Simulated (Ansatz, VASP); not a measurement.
Si2B2C in VASP and in Ansatz

The input INCAR:

```
PREC = Accurate
ENCUT = 600
EDIFF = 1E-7
ISMEAR = 0
SIGMA = 0.1
LREAL = F
LASPH = T
NELM = 60
ALGO = Normal
ISIF = 3
LWAVE = F
LCHARG = F
GGA = PE
IBRION = 2
NSW = 100
EDIFFG = -0.01
```

Contents of KPOINTS:

```
Automatic mesh
0
Gamma
  12 12 6
```

POSCAR

```
Si2B2C
1.0
    3.2008401416      0.0000000000      0.0000000000
   -1.6004200708      2.7720088761      0.0000000000
    0.0000000000      0.0000000000      6.5772496097
Si B C
2 2 1
Direct
    0.0000000000      0.0000000000      0.5000000000
    0.0000000000      0.0000000000      0.0000000000
    0.6666666667      0.3333333333      0.3712477244
    0.6666666667      0.3333333333      0.6287522756
    0.3333333333      0.6666666667      0.0000000000
```

Input for Ansatz:

```yaml
crystal:
  lattice:
    - [3.2008401416, 0.0, 0.0]
    - [-1.6004200708, 2.7720088761, 0.0]
    - [0.0, 0.0, 6.5772496097]
  atoms:
    - { symbol: Si, position: [0.0, 0.0, 0.5] }
    - { symbol: Si, position: [0.0, 0.0, 0.0] }
    - { symbol: B, position: [0.6666666667, 0.3333333333, 0.3712477244] }
    - { symbol: B, position: [0.6666666667, 0.3333333333, 0.6287522756] }
    - { symbol: C, position: [0.3333333333, 0.6666666667, 0.0] }
basis:
  ecutwfc: 420
kpoints:
  mp_grid: { grid: [12, 12, 6] }
hamiltonian:
  xc: pbe
scf:
  occupations: { method: gaussian, width: 0.1 }
output:
  forces: true
  stress: true
  eigenvalues: true
relax:
  adjacent_minimum: "off"
  f_tol: 0.01
  max_steps: 80
  cell: { stress_tol: 0.05 }
```

Alike in both runs: task relaxation of cell and atoms; functional PBE; k mesh 12 × 12 × 6; occupations gaussian, width 0.1 eV; no spin polarisation.

|  | VASP | Ansatz |
| --- | --- | --- |
| version | VASP 6.6.1 | Ansatz 0.2.0 |
| potentials or method | VASP PAW PBE potentials, release 64 (Si, B, C), cutoff 600 eV | scalar-relativistic, plane waves, PAW |
| valence electrons in the cell | 18 | 18 |

Ansatz gave:

* gap on the k mesh at the Fermi level, each at its own relaxed structure (eV): none
* relaxed volume (Å³/atom): 11.90
* relaxed length of the cell vector where the two differ most in proportion (Å): 6.710

Which values does VASP return?

gap on the k mesh at the Fermi level, each at its own relaxed structure (eV): none; relaxed volume (Å³/atom): 11.88; relaxed length of the cell vector where the two differ most in proportion (Å): 6.703.

A gap of «none» marks a metal or a gap that the smearing closes.
